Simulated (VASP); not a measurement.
# TiO2 (Anatase): single point with PBE

The system is TiO2 (Anatase).

```
CELL_PARAMETERS angstrom
-1.89839 1.89839 4.77311
1.89839 -1.89839 4.77311
1.89839 1.89839 -4.77311
ATOMIC_POSITIONS crystal
Ti 0.00000 0.00000 0.00000
Ti 0.75000 0.25000 0.50000
O 0.20810 0.20810 0.00000
O 0.95810 0.45810 0.50000
O 0.54190 0.04190 0.50000
O 0.79190 0.79190 0.00000
```

```yaml
Program: VASP 6.6.1
Task: single point
Functional: PBE
Potentials_or_basis: VASP PAW PBE potentials, release 64 (Ti_sv, O)
Cutoff: 520 eV
k_mesh: 7 × 7 × 7
Occupations: gaussian, width 0.01 eV
Spin: no spin polarisation
Dipole_correction: no
Further_INCAR_settings: ALGO = Normal; EDIFF = 1e-07; NBANDS = 33
```

```yaml
Pressure: 3.6 GPa
Largest_force: 0.065 eV/Å
Band_gap_on_the_k_mesh: 2.07 eV, indirect (least direct gap 2.42 eV)
```

Forces on the atoms (eV/Å):
```
Ti   0.000  0.000  0.000
Ti   0.000  0.000  0.000
O    0.000  0.000  0.065
O    0.000  0.000  0.065
O    0.000  0.000 -0.065
O    0.000  0.000 -0.065
```

Stress tensor (GPa, compression positive):
```
3.23 0.00 0.00
0.00 3.23 0.00
0.00 0.00 4.46
```

Levels at points of the mesh, in eV from the valence-band top:
| k point | band 22 | band 23 | band 24 | band 25 | band 26 | band 27 |
| --- | --- | --- | --- | --- | --- | --- |
| (0.00, 0.00, 0.00) | -0.78 | -0.47 | -0.47 | 2.07 | 2.80 | 3.92 |

It took 2.4 min on 1 thread of Intel(R) Xeon(R) Platinum 8488C (Sapphire Rapids) (shared host), peak memory 0.28 GiB.

A k mesh can miss the band edges.
